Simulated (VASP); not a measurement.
# Ho2O (P6/mmm) in VASP: single point with PBE

Aim: the single point of Ho2O with PBE.

Program: VASP 6.6.1. These are calculated values, not measurements. Logs are shortened: lines on timing, memory, paths and dates and some standing lists are left out, and cuts for length are marked.

## 1. The cell of the first run

Symmetry: P6/mmm, No. 191, hexagonal system. The conventional cell has a = 6.247 Å, b = 6.247 Å, c = 7.340 Å, α = 90.00°, β = 90.00°, γ = 120.00°. Within 2.6 Å of Ho (site symmetry 3m) lie 1 O at 1.98 Å. O (site symmetry -6m2) has 2 Ho at 1.98 Å within 2.6 Å.

The cell was generated, and may not be a known phase.

## 2. Single point, PBE

INCAR

```
PREC = Accurate
ENCUT = 600
EDIFF = 1E-6
ISMEAR = 0
SIGMA = 0.2
LREAL = False
LASPH = True
NELM = 200
ALGO = Normal
ISIF = 2
LWAVE = False
LCHARG = False
GGA = PE
NBANDS = 33
GGA_COMPAT = False
LMAXMIX = 6
```

KPOINTS

```
Automatic mesh
0
Gamma
  4 4 2
```

POSCAR

```
Ho2O
1.0
    6.2467118169      0.0000000000      0.0000000000
   -3.1233559084      5.4098111235      0.0000000000
    0.0000000000      0.0000000000      7.3398479093
Ho O
4 2
Direct
    0.3333333333      0.6666666667      0.7304633512
    0.3333333333      0.6666666667      0.2695366488
    0.6666666667      0.3333333333      0.2695366488
    0.6666666667      0.3333333333      0.7304633512
    0.3333333333      0.6666666667      0.0000000000
    0.6666666667      0.3333333333      0.0000000000
```

Potentials or basis: VASP PAW PBE potentials, release 64 (Ho_3, O), 4f in core.

Run with:

```sh
$ cat potpaw_PBE.64/Ho_3/POTCAR potpaw_PBE.64/O/POTCAR > POTCAR
$ mpirun -np 1 vasp_std > vasp.out
```

OUTCAR:

```text
PREC = Accurate
   ENCUT = 600
   EDIFF = 1E-6
   ISMEAR = 0
   LREAL = False
   LASPH = True
   NELM = 200
   ISIF = 2
   GGA = PE

 ion  position               nearest neighbor table
   1  0.333  0.667  0.730-   5 1.98   2 3.38   4 3.61   4 3.61   4 3.61
   2  0.333  0.667  0.270-   5 1.98   1 3.38   3 3.61   3 3.61   3 3.61
   3  0.667  0.333  0.270-   6 1.98   4 3.38   2 3.61   2 3.61   2 3.61
   4  0.667  0.333  0.730-   6 1.98   3 3.38   1 3.61   1 3.61   1 3.61
   5  0.333  0.667  0.000-   1 1.98   2 1.98
   6  0.667  0.333  0.000-   3 1.98   4 1.98

  LATTYP: Found a hexagonal cell.
 ALAT       =     6.2467118169
 C/A-ratio  =     1.1749938407

  Lattice vectors:

 A1 = (   6.2467118169,   0.0000000000,   0.0000000000)
 A2 = (  -3.1233559084,   5.4098111235,   0.0000000000)
 A3 = (   0.0000000000,   0.0000000000,   7.3398479093)

Analysis of symmetry for initial positions (statically):
=====================================================================
 Subroutine PRICEL returns:
 Original cell was already a primitive cell.

 Routine SETGRP: Setting up the symmetry group for a
 hexagonal supercell.

 Subroutine GETGRP returns: Found 24 space group operations
 (whereof 24 operations were pure point group operations)
 out of a pool of 24 trial point group operations.

The static configuration has the point symmetry D_6h.

Analysis of symmetry for dynamics (positions and initial velocities):
=====================================================================
 Subroutine PRICEL returns:
 Original cell was already a primitive cell.

 Routine SETGRP: Setting up the symmetry group for a
 hexagonal supercell.

 Subroutine GETGRP returns: Found 24 space group operations
 (whereof 24 operations were pure point group operations)
 out of a pool of 24 trial point group operations.

The dynamic configuration has the point symmetry D_6h.

 Subroutine INISYM returns: Found 24 space group operations
 (whereof 24 operations are pure point group operations),
 and found     1 'primitive' translations

----------------------------------------------------------------------------------------

                                     Primitive cell

  volume of cell :     248.0394

  direct lattice vectors                    reciprocal lattice vectors
     6.246711817  0.000000000  0.000000000     0.160084222  0.092424669  0.000000000
    -3.123355908  5.409811123  0.000000000     0.000000000  0.184849337  0.000000000
     0.000000000  0.000000000  7.339847909     0.000000000  0.000000000  0.136242605

  length of vectors
     6.246711817  6.246711817  7.339847909     0.184849337  0.184849337  0.136242605

  position of ions in fractional coordinates (direct lattice)
     0.333333333  0.666666667  0.730463351
     0.333333333  0.666666667  0.269536649
     0.666666667  0.333333333  0.269536649
     0.666666667  0.333333333  0.730463351
     0.333333333  0.666666667  0.000000000
     0.666666667  0.333333333  0.000000000

  ion indices of the primitive-cell ions
   primitive index   ion index
                 1           1
                 2           2
                 3           3
                 4           4
                 5           5
                 6           6

----------------------------------------------------------------------------------------

 KPOINTS: Automatic mesh

Automatic generation of k-mesh.
 Grid dimensions read from file:
 generate k-points for:    4    4    2

 Generating k-lattice:

  Cartesian coordinates                     Fractional coordinates (reciprocal lattice)
     0.040021055  0.023106167  0.000000000     0.250000000  0.000000000  0.000000000
     0.000000000  0.046212334  0.000000000     0.000000000  0.250000000  0.000000000
     0.000000000  0.000000000  0.068121303     0.000000000  0.000000000  0.500000000

  Length of vectors
     0.046212334  0.046212334  0.068121303

  Shift w.r.t. Gamma in fractional coordinates (k-lattice)
     0.000000000  0.000000000  0.000000000

 Subroutine IBZKPT returns following result:
 ===========================================

 Found      8 irreducible k-points:

 Following reciprocal coordinates:
            Coordinates               Weight
  0.000000  0.000000  0.000000      1.000000
  0.250000  0.000000  0.000000      6.000000
  0.500000  0.000000  0.000000      3.000000
  0.250000  0.250000  0.000000      6.000000
  0.000000  0.000000  0.500000      1.000000
  0.250000  0.000000  0.500000      6.000000
  0.500000  0.000000  0.500000      3.000000
  0.250000  0.250000  0.500000      6.000000
   k-points           NKPTS =      8   k-points in BZ     NKDIM =      8   number of bands    NBANDS=     33
   number of dos      NEDOS =    301   number of ions     NIONS =      6
   total plane-waves  NPLWV = 150000
   dimension x,y,z NGX =    50 NGY =   50 NGZ =   60
   dimension x,y,z NGXF=   100 NGYF=  100 NGZF=  120
   ions per type =               4   2
   NGX,Y,Z   is equivalent  to a cutoff of  13.31, 13.31, 13.59 a.u.
   NGXF,Y,Z  is equivalent  to a cutoff of  26.61, 26.61, 27.18 a.u.
 SYSTEM =  unknown system
   PREC   = accura    normal or accurate (medium, high low for compatibility)
   ISTART =      0    job   : 0-new  1-cont  2-samecut
   ICHARG =      2    charge: 1-file 2-atom 10-const
   ISPIN  =      1    spin polarized calculation?
   LNONCOLLINEAR =      F non collinear calculations
   LSORBIT =      F    spin-orbit coupling
   LASPH  =      T    aspherical Exc in radial PAW
   ENCUT  =  600.0 eV  44.10 Ry    6.64 a.u.  12.48 12.48 14.66*2*pi/ulx,y,z
   NELM   =    200;   NELMIN=  2; NELMDL= -5     # of ELM steps
   EDIFF  = 0.1E-05   stopping-criterion for ELM
   LREAL  =      F    real-space projection
[... 7 lines left out ...]
   TEBEG  =    0.0;   TEEND  =   0.0 temperature during run
   PSTRESS=    0.0 pullay stress
   NELECT =      48.0000    total number of electrons
   NUPDOWN=      -1.0000    fix difference up-down
   EMIN   =  10.00;   EMAX   =-10.00  energy-range for DOS
   EFERMI =   0.00;   METHOD = LEGACY
   ISMEAR =     0;   SIGMA  =   0.20  broadening in eV -4-tet -1-fermi 0-gaus
   EFERMI_NEDOS =   21; number of points for ismear=-14 and -15
   IALGO  =     38    algorithm
   IMIX   =      4    mixing-type and parameters
     AMIX     =   0.40;   BMIX     =  1.00
     AMIX_MAG =   1.60;   BMIX_MAG =  1.00
  volume/ion in A,a.u.               =      41.34       278.98
  Fermi-wavevector in a.u.,A,eV,Ry     =   0.946924  1.789427 12.199864  0.896665
  Thomas-Fermi vector in A             =   2.074968
   LORBIT       =      0    0 simple, 1 ext, 2 COOP (PROOUT), +10 PAW based schemes
   GGA     = PE    functional components
   LHFCALC =     F    Hartree Fock is set to
   AEXX    =    0.0000 exact exchange contribution
   IVDW    =     0    specifies the selected vdW correction
   LEPSILON=     F    determine dielectric tensor
   LRPA    =     F    only Hartree local field effects (RPA)
 non-spin polarized calculation
 Gauss-broadening in eV      SIGMA  =   0.20
  energy-cutoff  :      600.00
  volume of cell :      248.04
 maximum number of plane-waves:      8310
 NGX is ok and might be reduce to    50
   NGX = 25   NGY = 25   NGZ = 29

 number of electron      47.9999996 magnetization

 Free energy of the ion-electron system (eV)
  ---------------------------------------------------
  ext. energy  EPLUGINS =         0.00000000
  ---------------------------------------------------
  free energy    TOTEN  =       -33.07101259 eV

  energy without entropy =      -32.92509427  energy(sigma->0) =      -32.99805343

 E-fermi :   0.5472     XC(G=0):  -7.2424

 val. band max:        0.5137727977   @ k =   0.5000   0.0000   0.5000
 cond. band min:       0.5542527329   @ k =   0.2500   0.2500   0.0000
 fundamental gap:      0.0404799352
 Fermi energy:         0.5472481482

 k-point     1 :       0.0000    0.0000    0.0000
  band No.  band energies     occupation
      1     -24.9182      2.00000
      2     -24.8691      2.00000
      3     -24.3077      2.00000
      4     -24.3077      2.00000
      5     -24.2684      2.00000
      6     -24.2684      2.00000
[... 25 lines left out ...]
     32       2.3227      0.00000
     33       2.7169      0.00000

 k-point     2 :       0.2500    0.0000    0.0000
  band No.  band energies     occupation
      1     -24.9120      2.00000
      2     -24.8754      2.00000
      3     -24.3143      2.00000
      4     -24.2891      2.00000
      5     -24.2747      2.00000
      6     -24.2503      2.00000
[... 25 lines left out ...]
     32       2.8577      0.00000
     33       2.9109      0.00000

 k-point     3 :       0.5000    0.0000    0.0000
  band No.  band energies     occupation
      1     -24.9019      2.00000
      2     -24.8855      2.00000
      3     -24.3205      2.00000
      4     -24.2806      2.00000
      5     -24.2628      2.00000
      6     -24.2247      2.00000
[... 25 lines left out ...]
     32       2.9065      0.00000
     33       3.2033      0.00000

 k-point     4 :       0.2500    0.2500    0.0000
  band No.  band energies     occupation
      1     -24.9019      2.00000
      2     -24.8855      2.00000
      3     -24.3240      2.00000
      4     -24.2839      2.00000
      5     -24.2533      2.00000
      6     -24.2156      2.00000
[... 25 lines left out ...]
     32       2.7041      0.00000
     33       3.1990      0.00000

 k-point     5 :       0.0000    0.0000    0.5000
  band No.  band energies     occupation
      1     -24.7279      2.00000
      2     -24.6847      2.00000
      3     -24.4017      2.00000
      4     -24.3606      2.00000
      5     -24.2958      2.00000
      6     -24.2958      2.00000
[... 25 lines left out ...]
     32       2.0793      0.00000
     33       2.2012      0.00000

 k-point     6 :       0.2500    0.0000    0.5000
  band No.  band energies     occupation
      1     -24.7224      2.00000
      2     -24.6902      2.00000
      3     -24.3965      2.00000
      4     -24.3659      2.00000
      5     -24.3023      2.00000
      6     -24.2868      2.00000
[... 25 lines left out ...]
     32       2.3998      0.00000
     33       2.7555      0.00000

 k-point     7 :       0.5000    0.0000    0.5000
  band No.  band energies     occupation
      1     -24.7135      2.00000
      2     -24.6992      2.00000
      3     -24.3881      2.00000
      4     -24.3744      2.00000
      5     -24.3084      2.00000
      6     -24.2928      2.00000
[... 25 lines left out ...]
     32       2.9621      0.00000
     33       3.5544      0.00000

 k-point     8 :       0.2500    0.2500    0.5000
  band No.  band energies     occupation
      1     -24.7135      2.00000
      2     -24.6992      2.00000
      3     -24.3881      2.00000
      4     -24.3744      2.00000
      5     -24.3118      2.00000
      6     -24.2961      2.00000
[... 25 lines left out ...]
     32       2.6185      0.00000
     33       2.7343      0.00000

------------------------ aborting loop because EDIFF is reached ----------------------------------------

  FORCE on cell =-STRESS in cart. coord.  units (eV):
  Direction    XX          YY          ZZ          XY          YZ          ZX
  --------------------------------------------------------------------------------------
  -------------------------------------------------------------------------------------
  Total        0.0081872      0.0081872      3.3106225      0.0000000      0.0000000     -0.0000000
  in kB        0.0528844      0.0528844     21.3845251      0.0000000      0.0000000     -0.0000000
  external PRESSURE =       7.1634313 kB  Pullay stress =       0.0000000 kB

 VOLUME and BASIS-vectors are now :
 -----------------------------------------------------------------------------
  energy-cutoff  :      600.00
  volume of cell :      248.04
      direct lattice vectors                 reciprocal lattice vectors
     6.246711817  0.000000000  0.000000000     0.160084222  0.092424669  0.000000000
    -3.123355908  5.409811123  0.000000000     0.000000000  0.184849337  0.000000000
     0.000000000  0.000000000  7.339847909     0.000000000  0.000000000  0.136242605

 POSITION                                       TOTAL-FORCE (eV/Angst)
 -----------------------------------------------------------------------------------
     -0.00000      3.60654      5.36149         0.000000     -0.000000     -0.357782
     -0.00000      3.60654      1.97836        -0.000000      0.000000      0.357782
      3.12336      1.80327      1.97836         0.000000      0.000000      0.357782
      3.12336      1.80327      5.36149        -0.000000      0.000000     -0.357782
     -0.00000      3.60654      0.00000         0.000000     -0.000000      0.000000
      3.12336      1.80327      0.00000        -0.000000      0.000000      0.000000
 -----------------------------------------------------------------------------------
    total drift:                                0.000000     -0.000000     -0.000000

  FREE ENERGIE OF THE ION-ELECTRON SYSTEM (eV)
  ---------------------------------------------------
  free  energy   TOTEN  =       -33.0710125919 eV

  energy  without entropy=      -32.9250942712  energy(sigma->0) =      -32.99805343
```

Wall time 2.9 min (1 thread of Intel Xeon 6975P-C (Granite Rapids), shared host); peak memory 0.4 GiB.

What came out:

```
Free energy            : -33.0710 eV
Pressure               : 0.7 GPa
Largest force          : 0.358 eV/Å
Band gap on the k mesh : zero (bands 24 and 25 overlap by 0.21 eV)
```

Forces in eV/Å, atoms in the order of the input:
```
Ho   0.000  0.000 -0.358
Ho   0.000  0.000  0.358
Ho   0.000  0.000  0.358
Ho   0.000  0.000 -0.358
O    0.000  0.000  0.000
O    0.000  0.000  0.000
```

Levels at points of the mesh, in eV from the Fermi level:
```
           k point  band 22  band 23  band 24  band 25  band 26  band 27
(0.00, 0.00, 0.00)    -1.41     0.17     0.17     0.31     0.63     0.63
(0.50, 0.00, 0.00)    -1.27    -0.41    -0.22     0.05     0.37     0.78
(0.00, 0.00, 0.50)    -1.94     0.01     0.01     0.77     0.77     1.44
(0.50, 0.00, 0.50)    -1.07    -0.77    -0.16    -0.03     0.13     0.72
```

Caveat: the k points lie up to 0.43 Å⁻¹ apart; spin-orbit coupling is left out, which moves the levels of the heavy elements; the 4f electrons are frozen in the core, so they carry no moment and show no levels; the run has no spin polarisation, though such a crystal can be magnetic. Spin polarisation is off, so any magnetic state and its effect on volume and gap are missing.

The gap in the log of VASP goes by the Fermi energy; the results here count the filled bands.